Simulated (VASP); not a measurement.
# B3N2 (R32) in VASP: further runs

The runs below take B3N2 through single point, relaxation of cell and atoms, with PBE.

Everything below comes from runs of VASP 6.6.1. Logs are shortened: lines on timing, memory, paths and dates and some standing lists are left out, and cuts for length are marked.

### 1 The cell of the first run

The structure is trigonal, space group R32 (No. 155). The conventional cell has a = 4.788 Å, b = 4.788 Å, c = 5.800 Å, α = 90.00°, β = 90.00°, γ = 120.00°. B (site symmetry 2) has 4 N at 1.88 to 1.93 Å and 4 B at 2.05 to 2.07 Å within 2.5 Å. N (site symmetry 3) has 6 B at 1.88 to 1.93 Å within 2.5 Å.

The cell was built from a structure type or drawn by symmetry, and may not be a known phase.

### 2 Single point, PBE

Contents of INCAR:

```
PREC = Accurate
ENCUT = 520
EDIFF = 1E-6
ISMEAR = 0
SIGMA = 0.1
LREAL = F
LASPH = T
NELM = 80
ALGO = Normal
ISIF = 2
LWAVE = F
LCHARG = F
GGA = PE
NBANDS = 18
```

Contents of KPOINTS:

```
regular mesh
0
Gamma
  6 6 6
```

Contents of POSCAR:

```
B3N2
1.0
    2.3941797400      1.3822803200      1.9333846200
   -2.3941797400      1.3822803200      1.9333846200
    0.0000000000     -2.7645606400      1.9333846200
B N
3 2
Direct
    0.0000000000      0.2500000000      0.7500000000
    0.7500000000      0.0000000000      0.2500000000
    0.2500000000      0.7500000000      0.0000000000
    0.2599999900      0.2599999900      0.2599999900
    0.7400000100      0.7400000100      0.7400000100
```

Potentials or basis: VASP PAW PBE potentials, release 64 (B, N).

The run is started by

```console
$ cat potpaw_PBE.64/B/POTCAR potpaw_PBE.64/N/POTCAR > POTCAR
$ mpirun -np 1 vasp_std > vasp.out
```

OUTCAR:

```text
PREC = Accurate
   ENCUT = 520
   EDIFF = 1E-6
   ISMEAR = 0
   LREAL = F
   LASPH = T
   NELM = 80
   ISIF = 2
   GGA = PE

 ion  position               nearest neighbor table
   1  0.000  0.250  0.750-   5 1.88   4 1.88   5 1.93   4 1.93   3 2.05   2 2.05   3 2.07   2 2.07

   2  0.750  0.000  0.250-   4 1.88   5 1.88   4 1.93   5 1.93   3 2.05   1 2.05   3 2.07   1 2.07

   3  0.250  0.750  0.000-   4 1.88   5 1.88   4 1.93   5 1.93   1 2.05   2 2.05   2 2.07   1 2.07

   4  0.260  0.260  0.260-   2 1.88   3 1.88   1 1.88   3 1.93   2 1.93   1 1.93
   5  0.740  0.740  0.740-   1 1.88   3 1.88   2 1.88   3 1.93   1 1.93   2 1.93

  LATTYP: Found a trigonal (rhomboedric) cell.
 ALAT       =     3.3735399211
 COS(alpha) =    -0.0073300527

  Lattice vectors:

 A1 = (   2.3941797400,   1.3822803200,   1.9333846200)
 A2 = (  -2.3941797400,   1.3822803200,   1.9333846200)
 A3 = (   0.0000000000,  -2.7645606400,   1.9333846200)

Analysis of symmetry for initial positions (statically):
=====================================================================
 Subroutine PRICEL returns:
 Original cell was already a primitive cell.

 Routine SETGRP: Setting up the symmetry group for a
 trigonal (rhombohedral) supercell.

 Subroutine GETGRP returns: Found  6 space group operations
 (whereof  6 operations were pure point group operations)
 out of a pool of 12 trial point group operations.

The static configuration has the point symmetry D_3 .

Analysis of symmetry for dynamics (positions and initial velocities):
=====================================================================
 Subroutine PRICEL returns:
 Original cell was already a primitive cell.

 Routine SETGRP: Setting up the symmetry group for a
 trigonal (rhombohedral) supercell.

 Subroutine GETGRP returns: Found  6 space group operations
 (whereof  6 operations were pure point group operations)
 out of a pool of 12 trial point group operations.

The dynamic configuration has the point symmetry D_3 .

 Subroutine INISYM returns: Found  6 space group operations
 (whereof  6 operations are pure point group operations),
 and found     1 'primitive' translations

----------------------------------------------------------------------------------------

[... 98 lines left out ...]
   EDIFF  = 0.1E-05   stopping-criterion for ELM
   LREAL  =      F    real-space projection
   EDIFFG = 0.1E-04   stopping-criterion for IOM
   NSW    =      0    number of steps for IOM
   IBRION =     -1    ionic relax: 0-MD 1-quasi-New 2-CG
   NFREE  =      0    steps in history (QN), initial steepest desc. (CG)
   ISIF   =      2    stress and relaxation
   ISYM   =      2    0-nonsym 1-usesym 2-fastsym
   POTIM  = 0.5000    time-step for ionic-motion
   TEBEG  =    0.0;   TEEND  =   0.0 temperature during run
   PSTRESS=    0.0 pullay stress
   NELECT =      19.0000    total number of electrons
   NUPDOWN=      -1.0000    fix difference up-down
   EMIN   =  10.00;   EMAX   =-10.00  energy-range for DOS
   EFERMI =   0.00;   METHOD = LEGACY
   ISMEAR =     0;   SIGMA  =   0.10  broadening in eV -4-tet -1-fermi 0-gaus
   EFERMI_NEDOS =   21; number of points for ismear=-14 and -15
   IALGO  =     38    algorithm
   IMIX   =      4    mixing-type and parameters
     AMIX     =   0.40;   BMIX     =  1.00
     AMIX_MAG =   1.60;   BMIX_MAG =  1.00
  volume/ion in A,a.u.               =       7.68        51.81
  Fermi-wavevector in a.u.,A,eV,Ry     =   1.294947  2.447094 22.815433  1.676887
  Thomas-Fermi vector in A             =   2.426497
   LORBIT       =      0    0 simple, 1 ext, 2 COOP (PROOUT), +10 PAW based schemes
   GGA     = PE    functional components
   LHFCALC =     F    Hartree Fock is set to
   AEXX    =    0.0000 exact exchange contribution
   IVDW    =     0    specifies the selected vdW correction
   LEPSILON=     F    determine dielectric tensor
   LRPA    =     F    only Hartree local field effects (RPA)
 non-spin polarized calculation
 Gauss-broadening in eV      SIGMA  =   0.10
  energy-cutoff  :      520.00
  volume of cell :       38.39
 maximum number of plane-waves:      1064
 NGX is ok and might be reduce to    28
   NGX = 13   NGY = 13   NGZ = 13

 number of electron      19.0000002 magnetization

 Free energy of the ion-electron system (eV)
  ---------------------------------------------------
  ext. energy  EPLUGINS =         0.00000000
  ---------------------------------------------------
  free energy    TOTEN  =       -28.62778047 eV

  energy without entropy =      -28.61540595  energy(sigma->0) =      -28.62159321

 E-fermi :   7.3034     XC(G=0): -11.8411

 val. band max:        7.2505449590   @ k =   0.5000   0.5000   0.1667
 cond. band min:       7.3423544063   @ k =  -0.1667   0.1667   0.0000
 fundamental gap:      0.0918094473
 Fermi energy:         7.3034357533

 k-point     1 :       0.0000    0.0000    0.0000
  band No.  band energies     occupation
      1     -12.8633      2.00000
      2      -8.3497      2.00000
      3      -1.7033      2.00000
      4      -1.7033      2.00000
      5      -1.6203      2.00000
      6       3.1775      2.00000
[... 481 lines left out ...]
      5      -1.0267      2.00000
      6       0.0304      2.00000
[... 10 lines left out ...]
     17      15.5715      0.00000
     18      15.9211      0.00000

 [... further k-points ...]

------------------------ aborting loop because EDIFF is reached ----------------------------------------

  FORCE on cell =-STRESS in cart. coord.  units (eV):
  Direction    XX          YY          ZZ          XY          YZ          ZX
  --------------------------------------------------------------------------------------
  -------------------------------------------------------------------------------------
  Total       -8.4575643     -8.4575644     -2.6511209      0.0000000      0.0000000      0.0000000
  in kB     -352.9665146   -352.9665159   -110.6414158      0.0000000      0.0000000      0.0000000
  external PRESSURE =    -272.1914821 kB  Pullay stress =       0.0000000 kB

 VOLUME and BASIS-vectors are now :
 -----------------------------------------------------------------------------
  energy-cutoff  :      520.00
  volume of cell :       38.39
      direct lattice vectors                 reciprocal lattice vectors
     2.394179740  1.382280320  1.933384620     0.208839792  0.120573710  0.172409220
    -2.394179740  1.382280320  1.933384620    -0.208839792  0.120573710  0.172409220
     0.000000000 -2.764560640  1.933384620     0.000000000 -0.241147420  0.172409220

 POSITION                                       TOTAL-FORCE (eV/Angst)
 -----------------------------------------------------------------------------------
     -0.59854     -1.72785      1.93338        -0.398136      0.689591     -0.000000
      1.79563      0.34557      1.93338        -0.398136     -0.689591     -0.000000
     -1.19709      1.38228      1.93338         0.796271      0.000000     -0.000000
      0.00000      0.00000      1.50804        -0.000000     -0.000000     -1.330210
      0.00000      0.00000      4.29211        -0.000000      0.000000      1.330210
 -----------------------------------------------------------------------------------
    total drift:                               -0.000000     -0.000000      0.000000

  FREE ENERGIE OF THE ION-ELECTRON SYSTEM (eV)
  ---------------------------------------------------
  free  energy   TOTEN  =       -28.6277804653 eV

  energy  without entropy=      -28.6154059482  energy(sigma->0) =      -28.62159321
```

stdout:

```text
POSCAR found type information on POSCAR B N
 POSCAR found :  2 types and       5 ions
 scaLAPACK will be used
 LDA part: xc-table for (Slater+PW92), standard interpolation
 POSCAR, INCAR and KPOINTS ok, starting setup
 FFT: planning ... GRIDC
 FFT: planning ... GRID_SOFT
 FFT: planning ... GRID
 WAVECAR not read
 entering main loop
```

Run time: 12 s. Hardware: 1 thread of AMD EPYC 9R45 (Zen 5), shared host; peak memory 0.12 GiB.

What came out:

```
Free energy            : -28.6278 eV
Pressure               : -27.2 GPa
Largest force          : 1.330 eV/Å
Band gap on the k mesh : zero (an odd number of electrons rules out a gap without spin polarisation)
```

Forces on the atoms (eV/Å):
```
B   -0.398  0.690  0.000
B   -0.398 -0.690  0.000
B    0.796  0.000  0.000
N    0.000  0.000 -1.330
N    0.000  0.000  1.330
```

Stress tensor (GPa, compression positive):
```
-35.30   0.00   0.00
  0.00 -35.30   0.00
  0.00   0.00 -11.06
```

Caveat: the cell stands under tension; forces of over 1 eV/Å act on the atoms, so gaps and moduli don't describe the material at rest.

### 3 Single point, PBE

This run uses another cell than the first one, of 10.68 Å³/atom.

Contents of INCAR:

```
SYSTEM = B3N2
ALGO = Normal
EDIFF = 1E-6
ENCUT = 520
GGA = PE
ISIF = 2
ISMEAR = 0
LASPH = .TRUE.
LCHARG = .FALSE.
LREAL = .FALSE.
LWAVE = .FALSE.
NBANDS = 18
NELM = 60
PREC = Accurate
SIGMA = 0.1
```

Contents of KPOINTS:

```
k-points
0
G
  6 6 6
  0 0 0
```

Contents of POSCAR:

```
B3N2
1.0
    1.9833980073      1.1451153734      3.9188230086
   -1.9833980073      1.1451153734      3.9188230086
    0.0000000000     -2.2902307469      3.9188230086
B N
3 2
Direct
    0.0000000000      0.2770450144      0.7229549856
    0.7229549856      0.0000000000      0.2770450144
    0.2770450144      0.7229549856      0.0000000000
    0.3334493516      0.3334493516      0.3334493516
    0.6665506484      0.6665506484      0.6665506484
```

Potentials or basis: VASP PAW PBE potentials, release 64 (B, N).

The run is started by

```console
$ cat potpaw_PBE.64/B/POTCAR potpaw_PBE.64/N/POTCAR > POTCAR
$ mpirun -np 1 vasp_std > vasp.out
```

OUTCAR:

```text
SYSTEM = B3N2
   EDIFF = 1E-6
   ENCUT = 520
   GGA = PE
   ISIF = 2
   ISMEAR = 0
   LASPH = .TRUE.
   LREAL = .FALSE.
   NELM = 60
   PREC = Accurate

 ion  position               nearest neighbor table
   1  0.000  0.277  0.723-   5 1.45   4 1.45   3 1.90   2 1.90
   2  0.723  0.000  0.277-   4 1.45   5 1.45   3 1.90   1 1.90
   3  0.277  0.723  0.000-   4 1.45   5 1.45   1 1.90   2 1.90
   4  0.333  0.333  0.333-   2 1.45   3 1.45   1 1.45
   5  0.667  0.667  0.667-   1 1.45   3 1.45   2 1.45

  LATTYP: Found a trigonal (rhomboedric) cell.
 ALAT       =     4.5389790313
 COS(alpha) =     0.6181143073

  Lattice vectors:

 A1 = (   1.9833980073,   1.1451153734,   3.9188230086)
 A2 = (  -1.9833980073,   1.1451153734,   3.9188230086)
 A3 = (   0.0000000000,  -2.2902307469,   3.9188230086)

Analysis of symmetry for initial positions (statically):
=====================================================================
 Subroutine PRICEL returns:
 Original cell was already a primitive cell.

 Routine SETGRP: Setting up the symmetry group for a
 trigonal (rhombohedral) supercell.

 Subroutine GETGRP returns: Found  6 space group operations
 (whereof  6 operations were pure point group operations)
 out of a pool of 12 trial point group operations.

The static configuration has the point symmetry D_3 .

Analysis of symmetry for dynamics (positions and initial velocities):
=====================================================================
 Subroutine PRICEL returns:
 Original cell was already a primitive cell.

 Routine SETGRP: Setting up the symmetry group for a
 trigonal (rhombohedral) supercell.

 Subroutine GETGRP returns: Found  6 space group operations
 (whereof  6 operations were pure point group operations)
 out of a pool of 12 trial point group operations.
[... 125 lines left out ...]
   IMIX   =      4    mixing-type and parameters
     AMIX     =   0.40;   BMIX     =  1.00
     AMIX_MAG =   1.60;   BMIX_MAG =  1.00
  volume/ion in A,a.u.               =      10.68        72.08
  Fermi-wavevector in a.u.,A,eV,Ry     =   1.160034  2.192146 18.309070  1.345679
  Thomas-Fermi vector in A             =   2.296621
   LORBIT       =      0    0 simple, 1 ext, 2 COOP (PROOUT), +10 PAW based schemes
   GGA     = PE    functional components
   LHFCALC =     F    Hartree Fock is set to
   AEXX    =    0.0000 exact exchange contribution
   IVDW    =     0    specifies the selected vdW correction
   LEPSILON=     F    determine dielectric tensor
   LRPA    =     F    only Hartree local field effects (RPA)
 non-spin polarized calculation
 Gauss-broadening in eV      SIGMA  =   0.10
  energy-cutoff  :      520.00
  volume of cell :       53.40
 maximum number of plane-waves:      1458
 NGX is ok and might be reduce to    36
   NGX = 17   NGY = 17   NGZ = 17

 number of electron      19.0000001 magnetization

 Free energy of the ion-electron system (eV)
  ---------------------------------------------------
  ext. energy  EPLUGINS =         0.00000000
  ---------------------------------------------------
  free energy    TOTEN  =       -38.29482244 eV

  energy without entropy =      -38.28885435  energy(sigma->0) =      -38.29183840

 E-fermi :   3.5050     XC(G=0):  -9.1960

 val. band max:        3.2347420004   @ k =   0.5000   0.5000   0.0000
 cond. band min:       3.5544110805   @ k =   0.3333   0.0000   0.0000
 fundamental gap:      0.3196690802
 Fermi energy:         3.5050289081

 k-point     1 :       0.0000    0.0000    0.0000
  band No.  band energies     occupation
      1     -16.7521      2.00000
      2     -11.9439      2.00000
      3      -6.9532      2.00000
      4      -6.9532      2.00000
      5      -4.7375      2.00000
      6      -3.7560      2.00000
[... 481 lines left out ...]
      5      -3.8426      2.00000
      6      -2.6055      2.00000
[... 10 lines left out ...]
     17      13.6009      0.00000
     18      15.0235      0.00000

 [... further k-points ...]

------------------------ aborting loop because EDIFF is reached ----------------------------------------

  FORCE on cell =-STRESS in cart. coord.  units (eV):
  Direction    XX          YY          ZZ          XY          YZ          ZX
  --------------------------------------------------------------------------------------
  -------------------------------------------------------------------------------------
  Total        0.0350096      0.0350096      0.0659870      0.0000000     -0.0000000      0.0000000
  in kB        1.0503432      1.0503432      1.9797156      0.0000000     -0.0000000      0.0000000
  external PRESSURE =       1.3601340 kB  Pullay stress =       0.0000000 kB

 VOLUME and BASIS-vectors are now :
 -----------------------------------------------------------------------------
  energy-cutoff  :      520.00
  volume of cell :       53.40
      direct lattice vectors                 reciprocal lattice vectors
     1.983398007  1.145115373  3.918823009     0.252092620  0.145545742  0.085059553
    -1.983398007  1.145115373  3.918823009    -0.252092620  0.145545742  0.085059553
     0.000000000 -2.290230747  3.918823009     0.000000000 -0.291091484  0.085059553

 POSITION                                       TOTAL-FORCE (eV/Angst)
 -----------------------------------------------------------------------------------
     -0.54949     -1.33849      3.91882         0.010392     -0.017999      0.000000
      1.43391      0.19337      3.91882         0.010392      0.017999      0.000000
     -0.88442      1.14512      3.91882        -0.020784      0.000000     -0.000000
      0.00000     -0.00000      3.92019         0.000000     -0.000000      0.001721
      0.00000     -0.00000      7.83628         0.000000      0.000000     -0.001721
 -----------------------------------------------------------------------------------
    total drift:                                0.000000      0.000000     -0.000000

  FREE ENERGIE OF THE ION-ELECTRON SYSTEM (eV)
  ---------------------------------------------------
  free  energy   TOTEN  =       -38.2948224443 eV

  energy  without entropy=      -38.2888543500  energy(sigma->0) =      -38.29183840
```

OSZICAR:

```text
N       E                     dE             d eps       ncg     rms          rms(c)
DAV:   1     0.640550782345E+02    0.64055E+02   -0.87440E+03  1152   0.910E+02
DAV:   2    -0.372366615214E+02   -0.10129E+03   -0.96067E+02  1556   0.220E+02
DAV:   3    -0.419539971929E+02   -0.47173E+01   -0.46880E+01  1426   0.486E+01
DAV:   4    -0.420012630353E+02   -0.47266E-01   -0.47245E-01  1654   0.515E+00
DAV:   5    -0.420018562432E+02   -0.59321E-03   -0.59317E-03  1518   0.534E-01    0.112E+01
DAV:   6    -0.386642605163E+02    0.33376E+01   -0.81754E+00  1502   0.192E+01    0.503E+00
DAV:   7    -0.384044029493E+02    0.25986E+00   -0.64552E-01  1552   0.559E+00    0.323E+00
DAV:   8    -0.382959760654E+02    0.10843E+00   -0.34207E-01  1502   0.324E+00    0.445E-01
DAV:   9    -0.382932747127E+02    0.27014E-02   -0.22234E-02  1328   0.101E+00    0.207E-01
DAV:  10    -0.382946743257E+02   -0.13996E-02   -0.20139E-03  1288   0.330E-01    0.342E-02
DAV:  11    -0.382947894528E+02   -0.11513E-03   -0.90700E-05  1540   0.672E-02    0.272E-02
DAV:  12    -0.382948223723E+02   -0.32919E-04   -0.48662E-05  1262   0.395E-02    0.310E-03
DAV:  13    -0.382948224443E+02   -0.71972E-07   -0.75591E-07  1356   0.668E-03
   1 F= -.38294822E+02 E0= -.38291838E+02  d E =-.596809E-02
```

Run time: 26 s. Hardware: 1 thread of AMD EPYC 9R45 (Zen 5), shared host; peak memory 0.17 GiB.

What came out:

- Free energy: -38.2948 eV
- Pressure: 0.1 GPa
- Largest force: 0.021 eV/Å
- Band gap on the k mesh: zero (an odd number of electrons rules out a gap without spin polarisation)

Forces in eV/Å, atoms in the order of the input:
```
B    0.010 -0.018  0.000
B    0.010  0.018  0.000
B   -0.021  0.000  0.000
N    0.000  0.000  0.002
N    0.000  0.000 -0.002
```

Stress tensor (GPa, compression positive):
```
0.11 0.00 0.00
0.00 0.11 0.00
0.00 0.00 0.20
```

(Part 1 of 2 ends here.)
